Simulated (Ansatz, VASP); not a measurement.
**Two plane-wave programs on TiOs3**

The input INCAR:

```
SYSTEM = TiOs3
  ALGO = Normal
  EDIFF = 1E-6
  ENCUT = 520
  GGA = PE
  ISIF = 2
  ISMEAR = 0
  ISPIN = 2
  LASPH = .True.
  LCHARG = .False.
  LMAXMIX = 4
  LORBIT = 11
  LREAL = .False.
  LWAVE = .False.
  MAGMOM = 1 1 1 1
  NBANDS = 30
  NELM = 150
  PREC = Accurate
  SIGMA = 0.1
```

KPOINTS

```
k-points
0
Gamma
  6 6 6
  0 0 0
```

POSCAR

```
TiOs3
1.0
    0.0000000000      3.0946018696      3.0946018696
    3.0946018696      0.0000000000      3.0946018696
    3.0946018696      3.0946018696      0.0000000000
Ti Os
1 3
Direct
    0.5000000000      0.5000000000      0.5000000000
    0.2500000000      0.2500000000      0.2500000000
    0.7500000000      0.7500000000      0.7500000000
    0.0000000000      0.0000000000      0.0000000000
```

Input for Ansatz:

```yaml
crystal:
  lattice:
    - [0.0, 3.0946018696, 3.0946018696]
    - [3.0946018696, 0.0, 3.0946018696]
    - [3.0946018696, 3.0946018696, 0.0]
  atoms:
    - { symbol: Ti, position: [0.5, 0.5, 0.5], spin: 1.0 }
    - { symbol: Os, position: [0.25, 0.25, 0.25], spin: 1.0 }
    - { symbol: Os, position: [0.75, 0.75, 0.75], spin: 1.0 }
    - { symbol: Os, position: [0.0, 0.0, 0.0], spin: 1.0 }
basis:
  ecutwfc: 420
kpoints:
  mp_grid: { grid: [6, 6, 6] }
hamiltonian:
  xc: pbe
scf:
  occupations: { method: gaussian, width: 0.1 }
  lower_state_search: "off"
output:
  forces: true
  stress: true
  eigenvalues: true
  populations: true
magnetization:
  spin_polarized: true
```

Alike in both runs: task single point; functional PBE; k mesh 6 × 6 × 6; occupations gaussian, width 0.1 eV; collinear spin.

```csv
,VASP,Ansatz
version,VASP 6.6.1,Ansatz 0.2.0
potentials or method,"VASP PAW PBE potentials, release 64 (Ti_sv, Os), cutoff 520 eV","scalar-relativistic, plane waves, PAW"
valence electrons in the cell,36,60
```

|  | VASP | Ansatz | Ansatz less VASP |
| --- | --- | --- | --- |
| gap on the k mesh at the Fermi level (eV) | none | none | - |
| pressure (GPa) | 0.0 | 0.0 | 0.00 |
| net moment per atom (μB) | 0.27 | 0.25 | -0.018 |
| size of the moment on the site where the two differ most (μB) | 0.52 | 0.44 | -0.081 |

Site moments also hang on the region over which each program counts them. A gap of «none» marks a metal or a gap that the smearing closes. VASP's potentials hold 36 valence electrons a cell and Ansatz's 60, so a difference there can come from the potentials and not from the codes.

Spin-orbit coupling is off throughout.
